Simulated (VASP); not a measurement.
# CdS in VASP: notebook

The runs below take CdS through single point, with PBEsol.

Everything below comes from runs of VASP 6.6.1. Logs are shortened: lines on timing, memory, paths and dates and some standing lists are left out, and cuts for length are marked.

## (1) The cell of the first run

Symmetry: P6_3mc, No. 186, hexagonal system. The conventional cell has a = 4.125 Å, b = 4.125 Å, c = 6.709 Å, α = 90.00°, β = 90.00°, γ = 120.00°. Within 3.1 Å of Cd (site symmetry 3m) lie 3 S at 2.38 Å. S (site symmetry 3m) has 3 Cd at 2.38 Å within 3.1 Å.

## (2) Single point, PBEsol (atoms moved along the polar distortion)

INCAR reads:

```
SYSTEM = CdS
  PREC = Accurate
  ENCUT = 630
  EDIFF = 1E-6
  ISMEAR = 0
  SIGMA = 0.01
  LREAL = .FALSE.
  LASPH = .TRUE.
  NELM = 120
  ALGO = Normal
  ISIF = 2
  LWAVE = .FALSE.
  LCHARG = .FALSE.
  GGA = PS
  NBANDS = 34
  GGA_COMPAT = .FALSE.
```

KPOINTS reads:

```
Automatic mesh
0
G
  9 9 4
  0 0 0
```

POSCAR reads:

```
CdS
1.0
    4.1245340297      0.0000000000      0.0000000000
   -2.0622670149      3.5719512485      0.0000000000
    0.0000000000      0.0000000000      6.7092066191
Cd S
2 2
Direct
    0.3333333333      0.6666666667     -0.0553321361
    0.6666666667      0.3333333333      0.4446678639
    0.3333333333      0.6666666667      0.4323321361
    0.6666666667      0.3333333333      0.9323321361
```

Potentials or basis: VASP PAW PBE potentials, release 64 (Cd_sv_GW, S).

Launch:

```
$ cat potpaw_PBE.64/Cd_sv_GW/POTCAR potpaw_PBE.64/S/POTCAR > POTCAR
$ mpirun -np 1 vasp_std > vasp.out
```

OUTCAR:

```text
SYSTEM = CdS
   PREC = Accurate
   ENCUT = 630
   EDIFF = 1E-6
   ISMEAR = 0
   LREAL = .FALSE.
   LASPH = .TRUE.
   NELM = 120
   ISIF = 2
   GGA = PS

 ion  position               nearest neighbor table
   1  0.333  0.667  0.945-   4 2.38   4 2.38   4 2.38
   2  0.667  0.333  0.445-   3 2.38   3 2.38   3 2.38
   3  0.333  0.667  0.432-   2 2.38   2 2.38   2 2.38
   4  0.667  0.333  0.932-   1 2.38   1 2.38   1 2.38

  LATTYP: Found a hexagonal cell.
 ALAT       =     4.1245340297
 C/A-ratio  =     1.6266580833

  Lattice vectors:

 A1 = (   4.1245340297,   0.0000000000,   0.0000000000)
 A2 = (  -2.0622670149,   3.5719512485,   0.0000000000)
 A3 = (   0.0000000000,   0.0000000000,   6.7092066191)

Analysis of symmetry for initial positions (statically):
=====================================================================
 Subroutine PRICEL returns:
 Original cell was already a primitive cell.

 Routine SETGRP: Setting up the symmetry group for a
 hexagonal supercell.

 Subroutine GETGRP returns: Found 12 space group operations
 (whereof  6 operations were pure point group operations)
 out of a pool of 24 trial point group operations.

The static configuration has the point symmetry C_3v.
 The point group associated with its full space group is C_6v.

Analysis of symmetry for dynamics (positions and initial velocities):
=====================================================================
 Subroutine PRICEL returns:
 Original cell was already a primitive cell.

 Routine SETGRP: Setting up the symmetry group for a
 hexagonal supercell.

 Subroutine GETGRP returns: Found 12 space group operations
 (whereof  6 operations were pure point group operations)
 out of a pool of 24 trial point group operations.

The dynamic configuration has the point symmetry C_3v.
 The point group associated with its full space group is C_6v.

 Subroutine INISYM returns: Found 12 space group operations
 (whereof  6 operations are pure point group operations),
 and found     1 'primitive' translations

----------------------------------------------------------------------------------------

                                     Primitive cell

  volume of cell :      98.8443

  direct lattice vectors                    reciprocal lattice vectors
     4.124534030  0.000000000  0.000000000     0.242451630  0.139979514  0.000000000
    -2.062267015  3.571951249  0.000000000     0.000000000  0.279959028  0.000000000
     0.000000000  0.000000000  6.709206619     0.000000000  0.000000000  0.149048920

  length of vectors
     4.124534030  4.124534030  6.709206619     0.279959028  0.279959028  0.149048920

  position of ions in fractional coordinates (direct lattice)
     0.333333333  0.666666667  0.944667864
     0.666666667  0.333333333  0.444667864
     0.333333333  0.666666667  0.432332136
     0.666666667  0.333333333  0.932332136

  ion indices of the primitive-cell ions
   primitive index   ion index
                 1           1
                 2           2
                 3           3
                 4           4

----------------------------------------------------------------------------------------

 KPOINTS: Automatic mesh

Automatic generation of k-mesh.
 Grid dimensions read from file:
 generate k-points for:    9    9    4

 Generating k-lattice:

  Cartesian coordinates                     Fractional coordinates (reciprocal lattice)
     0.026939070  0.015553279  0.000000000     0.111111111  0.000000000  0.000000000
     0.000000000  0.031106559  0.000000000     0.000000000  0.111111111  0.000000000
     0.000000000  0.000000000  0.037262230     0.000000000  0.000000000  0.250000000

  Length of vectors
     0.031106559  0.031106559  0.037262230

  Shift w.r.t. Gamma in fractional coordinates (k-lattice)
     0.000000000  0.000000000  0.000000000

 Subroutine IBZKPT returns following result:
 ===========================================

 Found     36 irreducible k-points:

 Following reciprocal coordinates:
            Coordinates               Weight
  0.000000  0.000000  0.000000      1.000000
  0.111111  0.000000  0.000000      6.000000
  0.222222  0.000000  0.000000      6.000000
  0.333333  0.000000  0.000000      6.000000
  0.444444  0.000000  0.000000      6.000000
  0.111111  0.111111  0.000000      6.000000
[... 16 lines left out ...]
  0.333333  0.222222  0.250000     24.000000
  0.333333  0.333333  0.250000      4.000000
 [... further k-points ...]
   k-points           NKPTS =     36   k-points in BZ     NKDIM =     36   number of bands    NBANDS=     34
   number of dos      NEDOS =    301   number of ions     NIONS =      4
   total plane-waves  NPLWV =  72576
   dimension x,y,z NGX =    36 NGY =   36 NGZ =   56
   dimension x,y,z NGXF=    72 NGYF=   72 NGZF=  112
   ions per type =               2   2
   NGX,Y,Z   is equivalent  to a cutoff of  14.51, 14.51, 13.88 a.u.
   NGXF,Y,Z  is equivalent  to a cutoff of  29.02, 29.02, 27.75 a.u.
 SYSTEM =  CdS
   PREC   = accura    normal or accurate (medium, high low for compatibility)
   ISTART =      0    job   : 0-new  1-cont  2-samecut
   ICHARG =      2    charge: 1-file 2-atom 10-const
   ISPIN  =      1    spin polarized calculation?
   LNONCOLLINEAR =      F non collinear calculations
   LSORBIT =      F    spin-orbit coupling
   LASPH  =      T    aspherical Exc in radial PAW
   ENCUT  =  630.0 eV  46.30 Ry    6.80 a.u.   8.44  8.44 13.73*2*pi/ulx,y,z
   NELM   =    120;   NELMIN=  2; NELMDL= -5     # of ELM steps
   EDIFF  = 0.1E-05   stopping-criterion for ELM
   LREAL  =      F    real-space projection
   EDIFFG = 0.1E-04   stopping-criterion for IOM
   NSW    =      0    number of steps for IOM
   IBRION =     -1    ionic relax: 0-MD 1-quasi-New 2-CG
   NFREE  =      0    steps in history (QN), initial steepest desc. (CG)
   ISIF   =      2    stress and relaxation
   ISYM   =      2    0-nonsym 1-usesym 2-fastsym
   POTIM  = 0.5000    time-step for ionic-motion
   TEBEG  =    0.0;   TEEND  =   0.0 temperature during run
   PSTRESS=    0.0 pullay stress
   NELECT =      52.0000    total number of electrons
   NUPDOWN=      -1.0000    fix difference up-down
   EMIN   =  10.00;   EMAX   =-10.00  energy-range for DOS
   EFERMI =   0.00;   METHOD = LEGACY
   ISMEAR =     0;   SIGMA  =   0.01  broadening in eV -4-tet -1-fermi 0-gaus
   EFERMI_NEDOS =   21; number of points for ismear=-14 and -15
   IALGO  =     38    algorithm
   IMIX   =      4    mixing-type and parameters
     AMIX     =   0.40;   BMIX     =  1.00
     AMIX_MAG =   1.60;   BMIX_MAG =  1.00
  volume/ion in A,a.u.               =      24.71       166.76
  Fermi-wavevector in a.u.,A,eV,Ry     =   1.321576  2.497416 23.763428  1.746563
  Thomas-Fermi vector in A             =   2.451320
   LORBIT       =      0    0 simple, 1 ext, 2 COOP (PROOUT), +10 PAW based schemes
   GGA     = PS    functional components
   LHFCALC =     F    Hartree Fock is set to
   AEXX    =    0.0000 exact exchange contribution
   IVDW    =     0    specifies the selected vdW correction
   LEPSILON=     F    determine dielectric tensor
   LRPA    =     F    only Hartree local field effects (RPA)
 non-spin polarized calculation
 Gauss-broadening in eV      SIGMA  =   0.01
  energy-cutoff  :      630.00
  volume of cell :       98.84
 maximum number of plane-waves:      3580
 NGX is ok and might be reduce to    36
   NGX = 17   NGY = 17   NGZ = 27

 number of electron      51.9999995 magnetization

 Free energy of the ion-electron system (eV)
  ---------------------------------------------------
  ext. energy  EPLUGINS =         0.00000000
  ---------------------------------------------------
  free energy    TOTEN  =       -13.07391697 eV

  energy without entropy =      -13.07391697  energy(sigma->0) =      -13.07391697

 E-fermi :   3.0748     XC(G=0):  -9.4824

 val. band max:        2.7513109088   @ k =   0.0000   0.0000   0.0000
 cond. band min:       4.1004389518   @ k =   0.0000   0.0000   0.0000
 fundamental gap:      1.3491280429
 Fermi energy:         3.0747764258

 k-point     1 :       0.0000    0.0000    0.0000
  band No.  band energies     occupation
      1     -98.6412      2.00000
      2     -98.6412      2.00000
      3     -59.7500      2.00000
      4     -59.7495      2.00000
      5     -59.7272      2.00000
      6     -59.7272      2.00000
[... 26 lines left out ...]
     33      10.3536      0.00000
     34      11.3222      0.00000

 k-point     2 :       0.1111    0.0000    0.0000
  band No.  band energies     occupation
      1     -98.6412      2.00000
      2     -98.6412      2.00000
      3     -59.7500      2.00000
      4     -59.7495      2.00000
      5     -59.7273      2.00000
      6     -59.7273      2.00000
[... 26 lines left out ...]
     33      10.2625      0.00000
     34      10.6572      0.00000

 k-point     3 :       0.2222    0.0000    0.0000
  band No.  band energies     occupation
      1     -98.6412      2.00000
      2     -98.6412      2.00000
      3     -59.7500      2.00000
      4     -59.7496      2.00000
      5     -59.7275      2.00000
      6     -59.7274      2.00000
[... 26 lines left out ...]
     33      10.5616      0.00000
     34      11.2287      0.00000

 k-point     4 :       0.3333    0.0000    0.0000
  band No.  band energies     occupation
      1     -98.6412      2.00000
      2     -98.6411      2.00000
      3     -59.7500      2.00000
      4     -59.7496      2.00000
      5     -59.7277      2.00000
      6     -59.7276      2.00000
[... 26 lines left out ...]
     33      11.5780      0.00000
     34      12.1026      0.00000

 k-point     5 :       0.4444    0.0000    0.0000
  band No.  band energies     occupation
      1     -98.6412      2.00000
      2     -98.6411      2.00000
      3     -59.7499      2.00000
      4     -59.7497      2.00000
      5     -59.7278      2.00000
      6     -59.7277      2.00000
[... 621 lines left out ...]
 k-point    22 :       0.2222    0.2222    0.2500
  band No.  band energies     occupation
      1     -98.6412      2.00000
      2     -98.6411      2.00000
      3     -59.7498      2.00000
      4     -59.7497      2.00000
      5     -59.7277      2.00000
      6     -59.7276      2.00000
[... 26 lines left out ...]
     33      10.5082      0.00000
     34      12.1704      0.00000

 k-point    23 :       0.3333    0.2222    0.2500
  band No.  band energies     occupation
      1     -98.6412      2.00000
      2     -98.6411      2.00000
      3     -59.7498      2.00000
      4     -59.7497      2.00000
      5     -59.7277      2.00000
      6     -59.7277      2.00000
[... 26 lines left out ...]
     33      11.1845      0.00000
     34      12.3129      0.00000

 k-point    24 :       0.3333    0.3333    0.2500
  band No.  band energies     occupation
      1     -98.6412      2.00000
      2     -98.6412      2.00000
      3     -59.7498      2.00000
      4     -59.7498      2.00000
      5     -59.7277      2.00000
      6     -59.7277      2.00000
[... 26 lines left out ...]
     33      12.0191      0.00000
     34      12.0274      0.00000

 [... further k-points ...]

------------------------ aborting loop because EDIFF is reached ----------------------------------------

  FORCE on cell =-STRESS in cart. coord.  units (eV):
  Direction    XX          YY          ZZ          XY          YZ          ZX
  --------------------------------------------------------------------------------------
  -------------------------------------------------------------------------------------
  Total        4.4130953      4.4130953     -1.8300892     -0.0000000      0.0000000      0.0000000
  in kB       71.5323192     71.5323192    -29.6641054     -0.0000000      0.0000000      0.0000000
  external PRESSURE =      37.8001776 kB  Pullay stress =       0.0000000 kB

 VOLUME and BASIS-vectors are now :
 -----------------------------------------------------------------------------
  energy-cutoff  :      630.00
  volume of cell :       98.84
      direct lattice vectors                 reciprocal lattice vectors
     4.124534030  0.000000000  0.000000000     0.242451630  0.139979514  0.000000000
    -2.062267015  3.571951249  0.000000000     0.000000000  0.279959028  0.000000000
     0.000000000  0.000000000  6.709206619     0.000000000  0.000000000  0.149048920

 POSITION                                       TOTAL-FORCE (eV/Angst)
 -----------------------------------------------------------------------------------
     -0.00000      2.38130      6.33797        -0.000000      0.000000      0.177183
      2.06227      1.19065      2.98337         0.000000     -0.000000      0.177183
     -0.00000      2.38130      2.90061         0.000000     -0.000000     -0.177183
      2.06227      1.19065      6.25521         0.000000      0.000000     -0.177183
 -----------------------------------------------------------------------------------
    total drift:                               -0.000001      0.000000     -0.002888

  FREE ENERGIE OF THE ION-ELECTRON SYSTEM (eV)
  ---------------------------------------------------
  free  energy   TOTEN  =       -13.0739169728 eV

  energy  without entropy=      -13.0739169728  energy(sigma->0) =      -13.07391697
```

Run time: 2.9 min. Hardware: 1 thread of Intel Xeon Platinum 8259CL at 2.50GHz (Skylake/Cascade Lake), shared host; peak memory 0.34 GiB.

What came out:

```
Free energy            : -13.0739 eV
Pressure               : 3.8 GPa
Largest force          : 0.177 eV/Å
Band gap on the k mesh : 1.35 eV
```

Forces on the atoms (eV/Å):
```
Cd   0.000  0.000  0.177
Cd   0.000  0.000  0.177
S    0.000  0.000 -0.177
S    0.000  0.000 -0.177
```

Stress tensor (GPa, compression positive):
```
 7.15  0.00  0.00
 0.00  7.15  0.00
 0.00  0.00 -2.97
```

Levels at points of the mesh, in eV from the valence-band top:
```
           k point  band 23  band 24  band 25  band 26  band 27  band 28  band 29  band 30
(0.00, 0.00, 0.00)    -0.42    -0.37     0.00     0.00     1.35     2.00     6.33     6.33
(0.00, 0.00, 0.50)    -0.21    -0.21    -0.21    -0.21     2.41     2.41     6.21     6.21
```

Caveat: the cell differs from its parent crystal (atoms moved along the polar distortion); the stress differs along the axes, from -3 to 7 GPa; the PAW data sets were made with another functional, which shifts forces and pressure a little.

## (3) Single point, PBEsol (atoms moved along the polar distortion)

INCAR reads:

```
PREC     = Accurate       # precision mode
ENCUT    = 630            # plane-wave cutoff, eV
EDIFF    = 1E-6           # SCF threshold, eV
ISMEAR   = 0              # smearing method
SIGMA    = 0.01           # smearing width, eV
LREAL    = False          # projectors in reciprocal space
LASPH    = True           # aspherical terms in the spheres
NELM     = 120            # most SCF steps
ALGO     = Normal         # electronic algorithm
ISIF     = 2              # what is computed and relaxed
LWAVE    = False          # write WAVECAR
LCHARG   = False          # write CHGCAR
GGA      = PS             # functional
NBANDS   = 34             # bands
GGA_COMPAT= False
```

KPOINTS reads:

```
regular mesh
0
Gamma
  9 9 4
```

POSCAR reads:

```
CdS
1.0
    4.1245340297      0.0000000000      0.0000000000
   -2.0622670149      3.5719512485      0.0000000000
    0.0000000000      0.0000000000      6.7092066191
Cd S
2 2
Direct
    0.3333333333      0.6666666667     -0.0615000000
    0.6666666667      0.3333333333      0.4385000000
    0.3333333333      0.6666666667      0.4385000000
    0.6666666667      0.3333333333      0.9385000000
```

Potentials or basis: VASP PAW PBE potentials, release 64 (Cd_sv_GW, S).

Launch:

```
$ cat potpaw_PBE.64/Cd_sv_GW/POTCAR potpaw_PBE.64/S/POTCAR > POTCAR
$ mpirun -np 1 vasp_std > vasp.out
```

OUTCAR:

```text
PREC = Accurate
   ENCUT = 630
   EDIFF = 1E-6
   ISMEAR = 0
   LREAL = False
   LASPH = True
   NELM = 120
   ISIF = 2
   GGA = PS

 ion  position               nearest neighbor table
   1  0.333  0.667  0.938-   4 2.38   4 2.38   4 2.38
   2  0.667  0.333  0.438-   3 2.38   3 2.38   3 2.38
   3  0.333  0.667  0.438-   2 2.38   2 2.38   2 2.38
   4  0.667  0.333  0.938-   1 2.38   1 2.38   1 2.38

  LATTYP: Found a hexagonal cell.
 ALAT       =     4.1245340297
 C/A-ratio  =     1.6266580833

  Lattice vectors:

 A1 = (   4.1245340297,   0.0000000000,   0.0000000000)
 A2 = (  -2.0622670149,   3.5719512485,   0.0000000000)
 A3 = (   0.0000000000,   0.0000000000,   6.7092066191)

Analysis of symmetry for initial positions (statically):
=====================================================================
 Subroutine PRICEL returns:
 Original cell was already a primitive cell.

 Routine SETGRP: Setting up the symmetry group for a
 hexagonal supercell.

 Subroutine GETGRP returns: Found 24 space group operations
 (whereof  6 operations were pure point group operations)
 out of a pool of 24 trial point group operations.
[... 169 lines left out ...]

 E-fermi :   2.8222     XC(G=0):  -9.4820

 val. band max:        2.7509498807   @ k =   0.0000   0.0000   0.0000
 cond. band min:       4.1028488188   @ k =   0.0000   0.0000   0.0000
 fundamental gap:      1.3518989381
 Fermi energy:         2.8221611115

 k-point     1 :       0.0000    0.0000    0.0000
  band No.  band energies     occupation
      1     -98.6452      2.00000
      2     -98.6452      2.00000
      3     -59.7541      2.00000
      4     -59.7536      2.00000
      5     -59.7313      2.00000
      6     -59.7313      2.00000
[... 877 lines left out ...]
     33      12.0166      0.00000
     34      12.0312      0.00000

 [... further k-points ...]

------------------------ aborting loop because EDIFF is reached ----------------------------------------

  FORCE on cell =-STRESS in cart. coord.  units (eV):
  Direction    XX          YY          ZZ          XY          YZ          ZX
  --------------------------------------------------------------------------------------
  -------------------------------------------------------------------------------------
  Total        4.4746647      4.4746647     -1.8162289     -0.0000000      0.0000000     -0.0000000
  in kB       72.5303036     72.5303036    -29.4394428     -0.0000000      0.0000000     -0.0000000
  external PRESSURE =      38.5403881 kB  Pullay stress =       0.0000000 kB

 VOLUME and BASIS-vectors are now :
 -----------------------------------------------------------------------------
  energy-cutoff  :      630.00
  volume of cell :       98.84
      direct lattice vectors                 reciprocal lattice vectors
     4.124534030  0.000000000  0.000000000     0.242451630  0.139979514  0.000000000
    -2.062267015  3.571951249  0.000000000     0.000000000  0.279959028  0.000000000
     0.000000000  0.000000000  6.709206619     0.000000000  0.000000000  0.149048920

 POSITION                                       TOTAL-FORCE (eV/Angst)
 -----------------------------------------------------------------------------------
     -0.00000      2.38130      6.29659         0.000000     -0.000000     -0.000000
      2.06227      1.19065      2.94199        -0.000000      0.000000     -0.000000
     -0.00000      2.38130      2.94199         0.000000      0.000000     -0.000000
      2.06227      1.19065      6.29659         0.000000     -0.000000      0.000000
 -----------------------------------------------------------------------------------
    total drift:                               -0.000001      0.000001     -0.000200

  FREE ENERGIE OF THE ION-ELECTRON SYSTEM (eV)
  ---------------------------------------------------
  free  energy   TOTEN  =       -13.0590880387 eV

  energy  without entropy=      -13.0590880387  energy(sigma->0) =      -13.05908804
```

Wall time 2 min (1 thread of Intel Xeon Platinum 8488C (Sapphire Rapids), shared host); peak memory 0.34 GiB.

Results:

```
Free energy            : -13.0591 eV
Pressure               : 3.9 GPa
Band gap on the k mesh : 1.35 eV
```

Stress tensor (GPa, compression positive):
```
 7.25  0.00  0.00
 0.00  7.25  0.00
 0.00  0.00 -2.94
```

Caveat: the cell differs from its parent crystal (atoms moved along the polar distortion); the stress differs along the axes, from -3 to 7 GPa; the PAW data sets were made with another functional, which shifts forces and pressure a little.
